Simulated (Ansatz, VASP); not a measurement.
## Ge in VASP and in Ansatz

Contents of INCAR:

```
  ALGO = Fast
  EDIFF = 1E-6
  ENCUT = 520
  ISIF = 2
  ISMEAR = 0
  LASPH = True
  LCHARG = True
  LELF = True
  LREAL = False
  LVHAR = True
  LWAVE = False
  NBANDS = 66
  NELM = 100
  PREC = Accurate
  SIGMA = 0.15
```

Contents of KPOINTS:

```
k-points
0
Gamma
  9 9 9
```

File POSCAR:

```
Ge
1.0
    4.7337000000      2.7330029693      2.0754666667
   -4.7337000000      2.7330029693      2.0754666667
    0.0000000000     -5.4660059385      2.0754666667
Ge
8
Direct
    0.7160372198      0.7160372198      0.7160372198
    0.2839627802      0.2839627802      0.2839627802
    0.0289443365      0.7253625346      0.5322921793
    0.5322921793      0.0289443365      0.7253625346
    0.7253625346      0.5322921793      0.0289443365
    0.9710556635      0.2746374654      0.4677078207
    0.4677078207      0.9710556635      0.2746374654
    0.2746374654      0.4677078207      0.9710556635
```

Input for Ansatz:

```yaml
crystal:
  lattice:
    - [4.7337, 2.7330029693, 2.0754666667]
    - [-4.7337, 2.7330029693, 2.0754666667]
    - [0.0, -5.4660059385, 2.0754666667]
  atoms:
    - { symbol: Ge, position: [0.7160372198, 0.7160372198, 0.7160372198] }
    - { symbol: Ge, position: [0.2839627802, 0.2839627802, 0.2839627802] }
    - { symbol: Ge, position: [0.0289443365, 0.7253625346, 0.5322921793] }
    - { symbol: Ge, position: [0.5322921793, 0.0289443365, 0.7253625346] }
    - { symbol: Ge, position: [0.7253625346, 0.5322921793, 0.0289443365] }
    - { symbol: Ge, position: [0.9710556635, 0.2746374654, 0.4677078207] }
    - { symbol: Ge, position: [0.4677078207, 0.9710556635, 0.2746374654] }
    - { symbol: Ge, position: [0.2746374654, 0.4677078207, 0.9710556635] }
basis:
  ecutwfc: 420
kpoints:
  mp_grid: { grid: [9, 9, 9] }
hamiltonian:
  xc: lda
  pseudopotentials: { kind: paw, azcp: { folder: soft_1 } }
scf:
  occupations: { method: gaussian, width: 0.15 }
output:
  forces: true
  stress: true
  eigenvalues: true
```

Alike in both runs: task single point; functional LDA; k mesh 9 × 9 × 9; occupations gaussian, width 0.15 eV; no spin polarisation.

```csv
,VASP,Ansatz
version,VASP 6.6.1,Ansatz 0.2.0
potentials or method,"VASP PAW LDA potentials, release 64 (Ge_d), cutoff 520 eV","scalar-relativistic, plane waves, PAW"
valence electrons in the cell,112,112
```

|  | VASP | Ansatz | Ansatz less VASP |
| --- | --- | --- | --- |
| gap on the k mesh at the Fermi level (eV) | none | none | - |
| pressure (GPa) | 0.5 | 0.4 | -0.05 |
| traceless stress, the component that is largest in VASP (GPa) | -8.93 | -8.86 | +0.073 |
| rms of the force components (eV/Å) | 0.379 | 0.374 | -0.0049 |

Ansatz warns that its potentials were made for another functional, while VASP's fit it. LDA's correlation is that of Perdew and Zunger in VASP and of Perdew and Wang (1992) in Ansatz. Atom by atom the forces differ by 0.007 eV/Å (rms over components). A gap of «none» marks a metal or a gap that the smearing closes.
